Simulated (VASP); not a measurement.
# Y2N (Pn-3m) in VASP: notebook

The runs below take Y2N through single point, relaxation of cell and atoms, with PBE.

All numbers are computed with VASP 6.6.1; they aren't measurements. Logs are shortened: lines on timing, memory, paths and dates and some standing lists are left out, and cuts for length are marked.

**1. The cell of the first run**

The structure is cubic, space group Pn-3m (No. 224). The conventional cell has a = 5.257 Å, b = 5.257 Å, c = 5.257 Å, α = 90.00°, β = 90.00°, γ = 90.00°. Y (site symmetry -3m) has 2 N at 2.28 Å within 3.0 Å. N (site symmetry -43m) has 4 Y at 2.28 Å within 3.0 Å.

**2. Single point, PBE**

INCAR reads:

```
PREC     = Accurate       # precision mode
ENCUT    = 520            # plane-wave cutoff, eV
EDIFF    = 1E-7           # SCF threshold, eV
ISMEAR   = 0              # smearing method
SIGMA    = 0.1            # smearing width, eV
LREAL    = F              # projectors in reciprocal space
LASPH    = T              # aspherical terms in the spheres
NELM     = 60             # most SCF steps
ALGO     = Normal         # electronic algorithm
ISIF     = 2              # what is computed and relaxed
LWAVE    = F              # write WAVECAR
LCHARG   = F              # write CHGCAR
GGA      = PE             # functional
NBANDS   = 36             # bands
```

KPOINTS reads:

```
regular mesh
0
Gamma
  8 8 8
```

POSCAR reads:

```
Y2N
1.0
    5.2567822989      0.0000000000      0.0000000000
    0.0000000000      5.2567822989      0.0000000000
    0.0000000000      0.0000000000      5.2567822989
Y N
4 2
Direct
    0.2500000000      0.2500000000      0.2500000000
    0.2500000000      0.7500000000      0.7500000000
    0.7500000000      0.7500000000      0.2500000000
    0.7500000000      0.2500000000      0.7500000000
    0.0000000000      0.0000000000      0.0000000000
    0.5000000000      0.5000000000      0.5000000000
```

Potentials or basis: VASP PAW PBE potentials, release 64 (Y_sv, N).

Run with:

```
$ cat potpaw_PBE.64/Y_sv/POTCAR potpaw_PBE.64/N/POTCAR > POTCAR
$ mpirun -np 1 vasp_std > vasp.out
```

OUTCAR:

```text
PREC = Accurate
   ENCUT = 520
   EDIFF = 1E-7
   ISMEAR = 0
   LREAL = F
   LASPH = T
   NELM = 60
   ISIF = 2
   GGA = PE

 ion  position               nearest neighbor table
   1  0.250  0.250  0.250-   5 2.28   6 2.28   4 3.72   2 3.72   3 3.72   2 3.72   4 3.72   2 3.72
                             3 3.72   2 3.72   3 3.72   4 3.72   4 3.72   3 3.72
   2  0.250  0.750  0.750-   5 2.28   6 2.28   4 3.72   1 3.72   3 3.72   1 3.72   3 3.72   1 3.72
                             4 3.72   1 3.72   3 3.72   4 3.72   3 3.72   4 3.72
   3  0.750  0.750  0.250-   5 2.28   6 2.28   4 3.72   1 3.72   2 3.72   2 3.72   4 3.72   1 3.72
                             4 3.72   4 3.72   1 3.72   2 3.72   2 3.72   1 3.72
   4  0.750  0.250  0.750-   5 2.28   6 2.28   3 3.72   1 3.72   2 3.72   1 3.72   3 3.72   2 3.72
                             3 3.72   3 3.72   1 3.72   2 3.72   1 3.72   2 3.72
   5  0.000  0.000  0.000-   1 2.28   2 2.28   3 2.28   4 2.28
   6  0.500  0.500  0.500-   1 2.28   2 2.28   3 2.28   4 2.28

  LATTYP: Found a simple cubic cell.
 ALAT       =     5.2567822989

  Lattice vectors:

 A1 = (   5.2567822989,   0.0000000000,   0.0000000000)
 A2 = (   0.0000000000,   5.2567822989,   0.0000000000)
 A3 = (   0.0000000000,   0.0000000000,   5.2567822989)

Analysis of symmetry for initial positions (statically):
=====================================================================
 Subroutine PRICEL returns:
 Original cell was already a primitive cell.

 Routine SETGRP: Setting up the symmetry group for a
 simple cubic supercell.

 Subroutine GETGRP returns: Found 48 space group operations
 (whereof 24 operations were pure point group operations)
 out of a pool of 48 trial point group operations.

The static configuration has the point symmetry T_d .
 The point group associated with its full space group is O_h .

Analysis of symmetry for dynamics (positions and initial velocities):
=====================================================================
 Subroutine PRICEL returns:
 Original cell was already a primitive cell.

 Routine SETGRP: Setting up the symmetry group for a
 simple cubic supercell.

 Subroutine GETGRP returns: Found 48 space group operations
 (whereof 24 operations were pure point group operations)
 out of a pool of 48 trial point group operations.

The dynamic configuration has the point symmetry T_d .
 The point group associated with its full space group is O_h .

 Subroutine INISYM returns: Found 48 space group operations
 (whereof 24 operations are pure point group operations),
 and found     1 'primitive' translations

----------------------------------------------------------------------------------------

                                     Primitive cell

  volume of cell :     145.2647

  direct lattice vectors                    reciprocal lattice vectors
     5.256782299  0.000000000  0.000000000     0.190230438  0.000000000  0.000000000
     0.000000000  5.256782299  0.000000000     0.000000000  0.190230438  0.000000000
     0.000000000  0.000000000  5.256782299     0.000000000  0.000000000  0.190230438

  length of vectors
     5.256782299  5.256782299  5.256782299     0.190230438  0.190230438  0.190230438

  position of ions in fractional coordinates (direct lattice)
     0.250000000  0.250000000  0.250000000
     0.250000000  0.750000000  0.750000000
     0.750000000  0.750000000  0.250000000
     0.750000000  0.250000000  0.750000000
     0.000000000  0.000000000  0.000000000
     0.500000000  0.500000000  0.500000000

  ion indices of the primitive-cell ions
   primitive index   ion index
                 1           1
                 2           2
                 3           3
                 4           4
                 5           5
                 6           6

----------------------------------------------------------------------------------------

 KPOINTS: regular mesh

Automatic generation of k-mesh.
 Grid dimensions read from file:
 generate k-points for:    8    8    8

 Generating k-lattice:

  Cartesian coordinates                     Fractional coordinates (reciprocal lattice)
     0.023778805  0.000000000  0.000000000     0.125000000  0.000000000  0.000000000
     0.000000000  0.023778805  0.000000000     0.000000000  0.125000000  0.000000000
     0.000000000  0.000000000  0.023778805     0.000000000  0.000000000  0.125000000

  Length of vectors
     0.023778805  0.023778805  0.023778805

  Shift w.r.t. Gamma in fractional coordinates (k-lattice)
     0.000000000  0.000000000  0.000000000

 Subroutine IBZKPT returns following result:
 ===========================================

 Found     35 irreducible k-points:

 Following reciprocal coordinates:
            Coordinates               Weight
  0.000000  0.000000  0.000000      1.000000
  0.125000  0.000000  0.000000      6.000000
  0.250000  0.000000  0.000000      6.000000
  0.375000  0.000000  0.000000      6.000000
  0.500000  0.000000  0.000000      3.000000
  0.125000  0.125000  0.000000     12.000000
[... 16 lines left out ...]
  0.375000  0.375000  0.125000     24.000000
  0.500000  0.375000  0.125000     24.000000
 [... further k-points ...]
   k-points           NKPTS =     35   k-points in BZ     NKDIM =     35   number of bands    NBANDS=     36
   number of dos      NEDOS =    301   number of ions     NIONS =      6
   total plane-waves  NPLWV =  64000
   dimension x,y,z NGX =    40 NGY =   40 NGZ =   40
   dimension x,y,z NGXF=    80 NGYF=   80 NGZF=   80
   ions per type =               4   2
   NGX,Y,Z   is equivalent  to a cutoff of  12.65, 12.65, 12.65 a.u.
   NGXF,Y,Z  is equivalent  to a cutoff of  25.30, 25.30, 25.30 a.u.
 SYSTEM =  unknown system
   PREC   = accura    normal or accurate (medium, high low for compatibility)
   ISTART =      0    job   : 0-new  1-cont  2-samecut
   ICHARG =      2    charge: 1-file 2-atom 10-const
   ISPIN  =      1    spin polarized calculation?
   LNONCOLLINEAR =      F non collinear calculations
   LSORBIT =      F    spin-orbit coupling
   LASPH  =      T    aspherical Exc in radial PAW
   ENCUT  =  520.0 eV  38.22 Ry    6.18 a.u.   9.77  9.77  9.77*2*pi/ulx,y,z
   NELM   =     60;   NELMIN=  2; NELMDL= -5     # of ELM steps
   EDIFF  = 0.1E-06   stopping-criterion for ELM
   LREAL  =      F    real-space projection
   EDIFFG = 0.1E-05   stopping-criterion for IOM
   NSW    =      0    number of steps for IOM
   IBRION =     -1    ionic relax: 0-MD 1-quasi-New 2-CG
   NFREE  =      0    steps in history (QN), initial steepest desc. (CG)
   ISIF   =      2    stress and relaxation
   ISYM   =      2    0-nonsym 1-usesym 2-fastsym
   POTIM  = 0.5000    time-step for ionic-motion
   TEBEG  =    0.0;   TEEND  =   0.0 temperature during run
   PSTRESS=    0.0 pullay stress
   NELECT =      54.0000    total number of electrons
   NUPDOWN=      -1.0000    fix difference up-down
   EMIN   =  10.00;   EMAX   =-10.00  energy-range for DOS
   EFERMI =   0.00;   METHOD = LEGACY
   ISMEAR =     0;   SIGMA  =   0.10  broadening in eV -4-tet -1-fermi 0-gaus
   EFERMI_NEDOS =   21; number of points for ismear=-14 and -15
   IALGO  =     38    algorithm
   IMIX   =      4    mixing-type and parameters
     AMIX     =   0.40;   BMIX     =  1.00
     AMIX_MAG =   1.60;   BMIX_MAG =  1.00
  volume/ion in A,a.u.               =      24.21       163.38
  Fermi-wavevector in a.u.,A,eV,Ry     =   1.177116  2.224428 18.852275  1.385603
  Thomas-Fermi vector in A             =   2.313469
   LORBIT       =      0    0 simple, 1 ext, 2 COOP (PROOUT), +10 PAW based schemes
   GGA     = PE    functional components
   LHFCALC =     F    Hartree Fock is set to
   AEXX    =    0.0000 exact exchange contribution
   IVDW    =     0    specifies the selected vdW correction
   LEPSILON=     F    determine dielectric tensor
   LRPA    =     F    only Hartree local field effects (RPA)
 non-spin polarized calculation
 Gauss-broadening in eV      SIGMA  =   0.10
  energy-cutoff  :      520.00
  volume of cell :      145.26
 maximum number of plane-waves:      3948
 NGX is ok and might be reduce to    40
   NGX = 19   NGY = 19   NGZ = 19

 number of electron      53.9999998 magnetization

 Free energy of the ion-electron system (eV)
  ---------------------------------------------------
  ext. energy  EPLUGINS =         0.00000000
  ---------------------------------------------------
  free energy    TOTEN  =       -47.10767573 eV

  energy without entropy =      -47.08897333  energy(sigma->0) =      -47.09832453

 E-fermi :   3.1286     XC(G=0):  -9.5395

 val. band max:        3.1138303115   @ k =   0.2500   0.2500   0.0000
 cond. band min:       3.1703027942   @ k =   0.5000   0.5000   0.1250
 fundamental gap:      0.0564724827
 Fermi energy:         3.1286137154

 k-point     1 :       0.0000    0.0000    0.0000
  band No.  band energies     occupation
      1     -39.2178      2.00000
      2     -39.1557      2.00000
      3     -39.1557      2.00000
      4     -39.1557      2.00000
      5     -19.6203      2.00000
      6     -19.5119      2.00000
[... 28 lines left out ...]
     35       7.1300      0.00000
     36       7.1300      0.00000

 k-point     2 :       0.1250    0.0000    0.0000
  band No.  band energies     occupation
      1     -39.2154      2.00000
      2     -39.1581      2.00000
      3     -39.1557      2.00000
      4     -39.1557      2.00000
      5     -19.5986      2.00000
      6     -19.5032      2.00000
[... 28 lines left out ...]
     35       6.8966      0.00000
     36       7.1731      0.00000

 k-point     3 :       0.2500    0.0000    0.0000
  band No.  band energies     occupation
      1     -39.2087      2.00000
      2     -39.1648      2.00000
      3     -39.1556      2.00000
      4     -39.1556      2.00000
      5     -19.5369      2.00000
      6     -19.4782      2.00000
[... 28 lines left out ...]
     35       7.0214      0.00000
     36       7.0250      0.00000
[... 742 lines left out ...]
 k-point    23 :       0.3750    0.3750    0.1250
  band No.  band energies     occupation
      1     -39.1845      2.00000
      2     -39.1702      2.00000
      3     -39.1676      2.00000
      4     -39.1623      2.00000
      5     -19.4627      2.00000
      6     -19.4476      2.00000
[... 28 lines left out ...]
     35       5.8787      0.00000
     36       6.2699      0.00000

 k-point    24 :       0.5000    0.3750    0.1250
  band No.  band energies     occupation
      1     -39.1775      2.00000
      2     -39.1762      2.00000
      3     -39.1658      2.00000
      4     -39.1650      2.00000
      5     -19.4650      2.00000
      6     -19.4518      2.00000
[... 28 lines left out ...]
     35       5.8199      0.00000
     36       6.0743      0.00000

 [... further k-points ...]

------------------------ aborting loop because EDIFF is reached ----------------------------------------

  FORCE on cell =-STRESS in cart. coord.  units (eV):
  Direction    XX          YY          ZZ          XY          YZ          ZX
  --------------------------------------------------------------------------------------
  -------------------------------------------------------------------------------------
  Total       -0.0959639     -0.0959639     -0.0959639      0.0000000      0.0000000     -0.0000000
  in kB       -1.0584213     -1.0584213     -1.0584213      0.0000000      0.0000000     -0.0000000
  external PRESSURE =      -1.0584213 kB  Pullay stress =       0.0000000 kB

 VOLUME and BASIS-vectors are now :
 -----------------------------------------------------------------------------
  energy-cutoff  :      520.00
  volume of cell :      145.26
      direct lattice vectors                 reciprocal lattice vectors
     5.256782299  0.000000000  0.000000000     0.190230438  0.000000000  0.000000000
     0.000000000  5.256782299  0.000000000     0.000000000  0.190230438  0.000000000
     0.000000000  0.000000000  5.256782299     0.000000000  0.000000000  0.190230438

 POSITION                                       TOTAL-FORCE (eV/Angst)
 -----------------------------------------------------------------------------------
      1.31420      1.31420      1.31420        -0.000000      0.000000      0.000000
      1.31420      3.94259      3.94259         0.000000      0.000000     -0.000000
      3.94259      3.94259      1.31420         0.000000     -0.000000      0.000000
      3.94259      1.31420      3.94259        -0.000000     -0.000000     -0.000000
      0.00000      0.00000      0.00000        -0.000000     -0.000000     -0.000000
      2.62839      2.62839      2.62839        -0.000000     -0.000000     -0.000000
 -----------------------------------------------------------------------------------
    total drift:                                0.000000      0.000000     -0.000000

  FREE ENERGIE OF THE ION-ELECTRON SYSTEM (eV)
  ---------------------------------------------------
  free  energy   TOTEN  =       -47.1076757283 eV

  energy  without entropy=      -47.0889733282  energy(sigma->0) =      -47.09832453
```

It took 3.5 min on 1 thread of AMD EPYC 7R13, shared host; peak memory 0.34 GiB.

What came out:

```
Free energy            : -47.1077 eV
Pressure               : -0.1 GPa
Band gap on the k mesh : zero (bands 27 and 28 overlap by 0.92 eV)
```

Levels at points of the mesh, in eV from the Fermi level:
```tsv
k point	band 24	band 25	band 26	band 27	band 28	band 29	band 30	band 31
(0.00, 0.00, 0.00)	-1.22	-1.22	-0.54	-0.54	-0.05	-0.05	-0.05	1.72
(0.50, 0.00, 0.00)	-2.57	-1.38	-1.38	0.34	0.34	0.88	0.88	1.36
(0.50, 0.50, 0.00)	-2.04	-0.71	-0.71	-0.58	-0.58	1.11	1.11	1.29
(0.50, 0.50, 0.50)	-1.91	-1.17	-1.17	-1.17	1.71	1.71	1.71	1.82
```

**3. Relaxation of cell and atoms, PBE**

This run uses another cell than the first one, of 24.27 Å³/atom.

INCAR reads:

```
SYSTEM = Y2N
  PREC = Accurate
  ENCUT = 600
  EDIFF = 1E-6
  ISMEAR = 0
  SIGMA = 0.1
  LREAL = .False.
  LASPH = .True.
  NELM = 100
  ALGO = Normal
  ISIF = 3
  LWAVE = .False.
  LCHARG = .False.
  GGA = PE
  IBRION = 2
  NSW = 100
  EDIFFG = -0.01
```

KPOINTS reads:

```
regular mesh
0
Gamma
  8 8 8
  0 0 0
```

POSCAR, as its differences from that of step 2:

```diff
@@ -2,5 +2,5 @@
 1.0
-    5.2567822989      0.0000000000      0.0000000000
-    0.0000000000      5.2567822989      0.0000000000
-    0.0000000000      0.0000000000      5.2567822989
+    5.2607302616      0.0000000000      0.0000000000
+    0.0000000000      5.2607302616      0.0000000000
+    0.0000000000      0.0000000000      5.2607302616
 Y N
```

Potentials or basis: VASP PAW PBE potentials, release 64 (Y_sv, N).

Run with:

```
$ cat potpaw_PBE.64/Y_sv/POTCAR potpaw_PBE.64/N/POTCAR > POTCAR
$ mpirun -np 1 vasp_std > vasp.out
```

It took 8.6 min on 1 thread of AMD EPYC 7R13, shared host; peak memory 0.38 GiB.

The run converged. Its results:

```yaml
Free_energy: -47.1108 eV
Relaxed_volume: 24.17 Å³/atom
Relaxed_cell: a = 5.254 Å, b = 5.254 Å, c = 5.254 Å, α = 90.00°, β = 90.00°, γ = 90.00°
Space_group_after_relaxing_to_0.1_Å: Pn-3m (No. 224)
Energy_gained_by_relaxing: 0.1 meV/atom
Ionic_steps: 3
Pressure_after_relaxing: 0.0 GPa
Band_gap_on_the_k_mesh: zero (bands 27 and 28 overlap by 0.92 eV)
```

Step by step:
| step | energy change (eV) | largest force (eV/Å) | pressure (GPa) | volume (Å³) |
| --- | --- | --- | --- | --- |
| 1 | 0.0000 | 0.0000 | -0.31 | 145.59 |
| 2 | -0.0003 | 0.0000 | 0.22 | 144.59 |
| 3 | -0.0006 | 0.0000 | 0.00 | 145.00 |

Final structure:
```xyz
6
Lattice="5.2536 0.0000 0.0000 0.0000 5.2536 0.0000 0.0000 0.0000 5.2536" Properties=species:S:1:pos:R:3 pbc="T T T"
Y     1.3134    1.3134    1.3134
Y     1.3134    3.9402    3.9402
Y     3.9402    3.9402    1.3134
Y     3.9402    1.3134    3.9402
N     0.0000    0.0000    0.0000
N     2.6268    2.6268    2.6268
```

Levels at points of the mesh, in eV from the Fermi level:
```tsv
k point	band 24	band 25	band 26	band 27	band 28	band 29	band 30	band 31
(0.00, 0.00, 0.00)	-1.22	-1.22	-0.54	-0.54	-0.05	-0.05	-0.05	1.73
(0.50, 0.00, 0.00)	-2.58	-1.38	-1.38	0.34	0.34	0.88	0.88	1.36
(0.50, 0.50, 0.00)	-2.04	-0.71	-0.71	-0.58	-0.58	1.11	1.11	1.29
(0.50, 0.50, 0.50)	-1.90	-1.17	-1.17	-1.17	1.72	1.72	1.72	1.82
```

The gap in the log of VASP goes by the Fermi energy; the results here count the filled bands.